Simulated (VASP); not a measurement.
Set up this calculation in VASP 6.6.1, as the native input.

```yaml
Task: single point
Functional: PBE
Potentials_or_basis: VASP PAW PBE potentials, release 64 (Al, Fe, B)
Cutoff: 520 eV
k_mesh: 10 × 10 × 10
Occupations: gaussian, width 0.1 eV
Spin: collinear spin, ferromagnetic start
Starting_moments: "[0.0, 4.0, 4.0, 4.0, 0.0] μB"
Dipole_correction: no
Further_INCAR_settings: ALGO = Normal; EDIFF = 1e-06; NBANDS = 27
```

The structure of AlFe3B lies in POSCAR:

```
AlFe3B
1.0
    3.7996556305      0.0000000000      0.0000000000
    0.0000000000      3.7996556305      0.0000000000
    0.0000000000      0.0000000000      3.7996556305
Al Fe B
1 3 1
Direct
    0.5000000000      0.5000000000      0.5000000000
    0.5000000000      0.0000000000      0.0000000000
    0.0000000000      0.5000000000      0.0000000000
    0.0000000000      0.0000000000      0.5000000000
    0.0000000000      0.0000000000      0.0000000000
```

This cell differs from its parent crystal: strained.

The input as run:

INCAR

```
PREC = Accurate ; ENCUT = 520
EDIFF = 1E-6 ; ISMEAR = 0
SIGMA = 0.1 ; LREAL = F
LASPH = T ; NELM = 150
ALGO = Normal ; ISIF = 2
LWAVE = F ; LCHARG = F
ISPIN = 2 ; MAGMOM = 0 4 4 4 0
LORBIT = 11 ; LMAXMIX = 4
GGA = PE ; NBANDS = 27
```

KPOINTS

```
regular mesh
0
Gamma
  10 10 10
```

Potentials or basis: VASP PAW PBE potentials, release 64 (Al, Fe, B).

The run is started by

```sh
$ cat potpaw_PBE.64/Al/POTCAR potpaw_PBE.64/Fe/POTCAR potpaw_PBE.64/B/POTCAR > POTCAR
$ mpirun -np 1 vasp_std > vasp.out
```

It gave:

The pressure is 2.6 GPa and the net moment is 4.08 μB per cell. The site moments are Al -0.07; Fe +1.46; B -0.13 μB and the valence electrons inside the program's atomic spheres are Al 0.75; Fe 7.49; B 2.15.

Caveat: the cell differs from its parent crystal (strained).

It took 2.1 min on 1 thread of Intel Xeon 6975P-C (shared host), peak memory 0.26 GiB.
